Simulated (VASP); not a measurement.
# N (P6_3/mmc) in VASP: dielectric tensor with r2SCAN

Aim: the dielectric tensor of N with r2SCAN.

All numbers are computed with VASP 6.6.1; they aren't measurements. Logs are shortened: lines on timing, memory, paths and dates and some standing lists are left out, and cuts for length are marked.

### 1 The cell of the first run

Symmetry: P6_3/mmc, No. 194, hexagonal system. The conventional cell has a = 3.579 Å, b = 3.579 Å, c = 7.641 Å, α = 90.00°, β = 90.00°, γ = 120.00°. Within 1.5 Å of N (site symmetry 3m) lie 1 N at 1.09 Å.

### 2 Dielectric tensor, r2SCAN

INCAR

```
SYSTEM = N
PREC = Accurate
ENCUT = 520
EDIFF = 1E-8
ISMEAR = 0
SIGMA = 0.01
LREAL = .FALSE.
LASPH = .TRUE.
NELM = 60
ALGO = Normal
ISIF = 2
LWAVE = .FALSE.
LCHARG = .FALSE.
METAGGA = R2SCAN
LMIXTAU = .TRUE.
LCALCEPS = .TRUE.
```

KPOINTS

```
regular mesh
0
G
  6 6 4
  0 0 0
```

POSCAR

```
N
1.0
    3.5792591437      0.0000000000      0.0000000000
   -1.7896295718      3.0997293451      0.0000000000
    0.0000000000      0.0000000000      7.6409876717
N
4
Direct
    0.3333333333      0.6666666667      0.3215760822
    0.3333333333      0.6666666667      0.1784239178
    0.6666666667      0.3333333333      0.8215760822
    0.6666666667      0.3333333333      0.6784239178
```

Potentials or basis: VASP PAW PBE potentials, release 64 (N).

On the command line:

```
> cat potpaw_PBE.64/N/POTCAR > POTCAR
> mpirun -np 1 vasp_std > vasp.out
```

OUTCAR:

```text
SYSTEM = N
   PREC = Accurate
   ENCUT = 520
   EDIFF = 1E-8
   ISMEAR = 0
   LREAL = .FALSE.
   LASPH = .TRUE.
   NELM = 60
   ISIF = 2
   METAGGA = R2SCAN

 ion  position               nearest neighbor table
   1  0.333  0.667  0.322-   2 1.09
   2  0.333  0.667  0.178-   1 1.09
   3  0.667  0.333  0.822-   4 1.09
   4  0.667  0.333  0.678-   3 1.09

  LATTYP: Found a hexagonal cell.
 ALAT       =     3.5792591437
 C/A-ratio  =     2.1347958795

  Lattice vectors:

 A1 = (   3.5792591437,   0.0000000000,   0.0000000000)
 A2 = (  -1.7896295718,   3.0997293451,   0.0000000000)
 A3 = (   0.0000000000,   0.0000000000,   7.6409876717)

Analysis of symmetry for initial positions (statically):
=====================================================================
 Subroutine PRICEL returns:
 Original cell was already a primitive cell.

 Routine SETGRP: Setting up the symmetry group for a
 hexagonal supercell.

 Subroutine GETGRP returns: Found 24 space group operations
 (whereof 12 operations were pure point group operations)
 out of a pool of 24 trial point group operations.

The static configuration has the point symmetry D_3d.
 The point group associated with its full space group is D_6h.

Analysis of symmetry for dynamics (positions and initial velocities):
=====================================================================
 Subroutine PRICEL returns:
 Original cell was already a primitive cell.

 Routine SETGRP: Setting up the symmetry group for a
 hexagonal supercell.

 Subroutine GETGRP returns: Found 24 space group operations
 (whereof 12 operations were pure point group operations)
 out of a pool of 24 trial point group operations.

The dynamic configuration has the point symmetry D_3d.
 The point group associated with its full space group is D_6h.

 Subroutine INISYM returns: Found 24 space group operations
 (whereof 12 operations are pure point group operations),
 and found     1 'primitive' translations

----------------------------------------------------------------------------------------

                                     Primitive cell

  volume of cell :      84.7747

  direct lattice vectors                    reciprocal lattice vectors
     3.579259144  0.000000000  0.000000000     0.279387426  0.161304406  0.000000000
    -1.789629572  3.099729345  0.000000000     0.000000000  0.322608812  0.000000000
     0.000000000  0.000000000  7.640987672     0.000000000  0.000000000  0.130873134

  length of vectors
     3.579259144  3.579259144  7.640987672     0.322608811  0.322608812  0.130873134

  position of ions in fractional coordinates (direct lattice)
     0.333333333  0.666666667  0.321576082
     0.333333333  0.666666667  0.178423918
     0.666666667  0.333333333  0.821576082
     0.666666667  0.333333333  0.678423918

  ion indices of the primitive-cell ions
   primitive index   ion index
                 1           1
                 2           2
                 3           3
                 4           4

----------------------------------------------------------------------------------------

 KPOINTS: regular mesh

Automatic generation of k-mesh.
 Grid dimensions read from file:
 generate k-points for:    6    6    4

 Generating k-lattice:

  Cartesian coordinates                     Fractional coordinates (reciprocal lattice)
     0.046564571  0.026884068  0.000000000     0.166666667  0.000000000  0.000000000
     0.000000000  0.053768135  0.000000000     0.000000000  0.166666667  0.000000000
     0.000000000  0.000000000  0.032718283     0.000000000  0.000000000  0.250000000

  Length of vectors
     0.053768135  0.053768135  0.032718283

  Shift w.r.t. Gamma in fractional coordinates (k-lattice)
     0.000000000  0.000000000  0.000000000

 Subroutine IBZKPT returns following result:
 ===========================================

 Found     21 irreducible k-points:

 Following reciprocal coordinates:
            Coordinates               Weight
[... 47 lines left out ...]
   POTIM  = 0.5000    time-step for ionic-motion
   TEBEG  =    0.0;   TEEND  =   0.0 temperature during run
   PSTRESS=    0.0 pullay stress
   NELECT =      20.0000    total number of electrons
   NUPDOWN=      -1.0000    fix difference up-down
   EMIN   =  10.00;   EMAX   =-10.00  energy-range for DOS
   EFERMI =   0.00;   METHOD = LEGACY
   ISMEAR =     0;   SIGMA  =   0.01  broadening in eV -4-tet -1-fermi 0-gaus
   EFERMI_NEDOS =   21; number of points for ismear=-14 and -15
   IALGO  =     38    algorithm
   IMIX   =      4    mixing-type and parameters
     AMIX     =   0.40;   BMIX     =  1.00
     AMIX_MAG =   1.60;   BMIX_MAG =  1.00
  volume/ion in A,a.u.               =      21.19       143.02
  Fermi-wavevector in a.u.,A,eV,Ry     =   1.011570  1.911590 13.922491  1.023274
  Thomas-Fermi vector in A             =   2.144628
   LORBIT       =      0    0 simple, 1 ext, 2 COOP (PROOUT), +10 PAW based schemes
   METAGGA = R2SCAN    functional components
   LHFCALC =     F    Hartree Fock is set to
   AEXX    =    0.0000 exact exchange contribution
   IVDW    =     0    specifies the selected vdW correction
   LEPSILON=     F    determine dielectric tensor
   LRPA    =     F    only Hartree local field effects (RPA)
   LRPA       =     F
 non-spin polarized calculation
 Gauss-broadening in eV      SIGMA  =   0.01
  energy-cutoff  :      520.00
  volume of cell :       84.77
 maximum number of plane-waves:      2321
 NGX is ok and might be reduce to    28
   NGX = 13   NGY = 13   NGZ = 29

 Total electronic dipole moment: p[elc]=(    -0.00000    -0.00000    -0.00000 ) |e| Angst

 Total electronic dipole moment: p[elc]=(     0.00249     0.00000     0.00000 ) |e| Angst

 Total electronic dipole moment: p[elc]=(    -0.00000     0.00000    -0.00000 ) |e| Angst

 number of electron      19.9999996 magnetization

 Free energy of the ion-electron system (eV)
  ---------------------------------------------------
  ext. energy  EPLUGINS =         0.00000000
  ---------------------------------------------------
  free energy    TOTEN  =       -36.41801432 eV

  energy without entropy =      -36.41801432  energy(sigma->0) =      -36.41801432

 E-fermi :  -6.6383     XC(G=0):  -6.8764

 val. band max:       -6.7021153638   @ k =  -0.1667   0.3333   0.0000
 cond. band min:   10000.0000000000   @ k =   0.0000   0.0000   0.0000
 fundamental gap:  10006.7021153638
 Fermi energy:        -6.6383062860

 k-point     1 :       0.0000    0.0000    0.0000
  band No.  band energies     occupation
      1     -26.3357      2.00000
      2     -26.3157      2.00000
      3     -11.0982      2.00000
      4     -10.3440      2.00000
      5      -8.1061      2.00000
      6      -8.1061      2.00000
      7      -8.0590      2.00000
      8      -8.0590      2.00000
      9      -7.8780      2.00000
     10      -6.7576      2.00000
     11   10000.0000      0.00000
     12   10000.0000      0.00000
     13   10000.0000      0.00000
     14   10000.0000      0.00000
[... 377 lines left out ...]
      1     -26.2571      2.00000
      2     -26.2513      2.00000
      3     -10.6041      2.00000
      4     -10.3712      2.00000
      5      -8.9465      2.00000
      6      -8.8634      2.00000
      7      -8.2995      2.00000
      8      -8.2063      2.00000
      9      -7.0996      2.00000
     10      -6.7549      2.00000
     11   10000.0000      0.00000
     12   10000.0000      0.00000
     13   10000.0000      0.00000
     14   10000.0000      0.00000

 [... further k-points ...]

------------------------ aborting loop because EDIFF is reached ----------------------------------------

            Ionic dipole moment: p[ion]=(     0.00000     0.00000     0.00000 ) |e| Angst

 Total electronic dipole moment: p[elc]=(     0.00000    -0.00000     0.00362 ) |e| Angst

 MACROSCOPIC STATIC DIELECTRIC TENSOR (including local field effects)
 ------------------------------------------------------
           1.530816     0.000000     0.000000
           0.000000     1.530816     0.000000
           0.000000     0.000000     1.771922
 ------------------------------------------------------

 PIEZOELECTRIC TENSOR (including local field effects) (e Angst)
          XX          YY          ZZ          XY          YZ          ZX
  --------------------------------------------------------------------------------
  x     0.00000     0.00000     0.00000     0.00000     0.00000     0.00000
  y     0.00000     0.00000     0.00000     0.00000     0.00000     0.00000
  z     0.00000     0.00000     0.00000     0.00000     0.00000     0.00000

 PIEZOELECTRIC TENSOR (including local field effects) (C/m^2)
          XX          YY          ZZ          XY          YZ          ZX
  --------------------------------------------------------------------------------
  x     0.00000     0.00000     0.00000     0.00000     0.00000     0.00000
  y     0.00000     0.00000     0.00000     0.00000     0.00000     0.00000
  z     0.00000     0.00000     0.00000     0.00000     0.00000     0.00000

 BORN EFFECTIVE CHARGES (including local field effects) (in |e|, cummulative output)
 ---------------------------------------------------------------------------------
 ion    1
    1     0.00000     0.00000     0.00000
    2    -0.00000     0.00000     0.00000
    3     0.00000    -0.00000     0.00000
 ion    2
    1     0.00000     0.00000     0.00000
    2    -0.00000     0.00000     0.00000
    3     0.00000     0.00000     0.00000
 ion    3
    1     0.00000     0.00000     0.00000
    2    -0.00000     0.00000     0.00000
    3     0.00000     0.00000     0.00000
 ion    4
    1     0.00000     0.00000     0.00000
    2    -0.00000     0.00000     0.00000
    3     0.00000    -0.00000     0.00000

  FORCE on cell =-STRESS in cart. coord.  units (eV):
  Direction    XX          YY          ZZ          XY          YZ          ZX
  --------------------------------------------------------------------------------------
  -------------------------------------------------------------------------------------
  Total        0.0105679      0.0105679      4.8681492      0.0000000      0.0000000      0.0000000
  in kB        0.1997243      0.1997243     92.0042840      0.0000000      0.0000000      0.0000000
  external PRESSURE =      30.8012442 kB  Pullay stress =       0.0000000 kB

 VOLUME and BASIS-vectors are now :
 -----------------------------------------------------------------------------
  energy-cutoff  :      520.00
  volume of cell :       84.77
      direct lattice vectors                 reciprocal lattice vectors
     3.579259144  0.000000000  0.000000000     0.279387426  0.161304406  0.000000000
    -1.789629572  3.099729345  0.000000000     0.000000000  0.322608812  0.000000000
     0.000000000  0.000000000  7.640987672     0.000000000  0.000000000  0.130873134

 POSITION                                       TOTAL-FORCE (eV/Angst)
 -----------------------------------------------------------------------------------
     -0.00000      2.06649      2.45716         0.000000     -0.000000      2.244825
     -0.00000      2.06649      1.36333        -0.000000     -0.000000     -2.244825
      1.78963      1.03324      6.27765        -0.000000     -0.000000      2.244825
      1.78963      1.03324      5.18383         0.000000      0.000000     -2.244825
 -----------------------------------------------------------------------------------
    total drift:                               -0.000000      0.000000     -0.000000

  FREE ENERGIE OF THE ION-ELECTRON SYSTEM (eV)
  ---------------------------------------------------
  free  energy   TOTEN  =       -36.4180143238 eV

  energy  without entropy=      -36.4180143238  energy(sigma->0) =      -36.41801432
```

Wall time 42 min (1 thread of Intel Xeon 8259CL, shared host); peak memory 0.44 GiB.

What came out:

```yaml
Band_gap_on_the_k_mesh: 7.70 eV (least direct gap 7.75 eV)
Electronic_dielectric_tensor_diagonal: 1.53, 1.53, 1.77
Born_charges_mean_of_the_diagonal: N +0.00 e
```

Electronic dielectric tensor:
```
1.53 0.00 0.00
0.00 1.53 0.00
0.00 0.00 1.77
```

Born effective charge tensors (e):
atom 1, N
```
0.00 0.00 0.00
0.00 0.00 0.00
0.00 0.00 0.00
```
atom 2, N
```
0.00 0.00 0.00
0.00 0.00 0.00
0.00 0.00 0.00
```
atom 3, N
```
0.00 0.00 0.00
0.00 0.00 0.00
0.00 0.00 0.00
```
atom 4, N
```
0.00 0.00 0.00
0.00 0.00 0.00
0.00 0.00 0.00
```

Dipole moments of the cell (e·Å, modulo the quantum): ionic 0.000, 0.000, 0.000; electronic 0.000, 0.000, 0.004

Caveat: the standard files for N, O and F lose accuracy on very short bonds; the PAW data sets were made with another functional, which shifts forces and pressure a little. A k mesh can miss the band edges.

The gap in the log of VASP goes by the Fermi energy; the results here count the filled bands.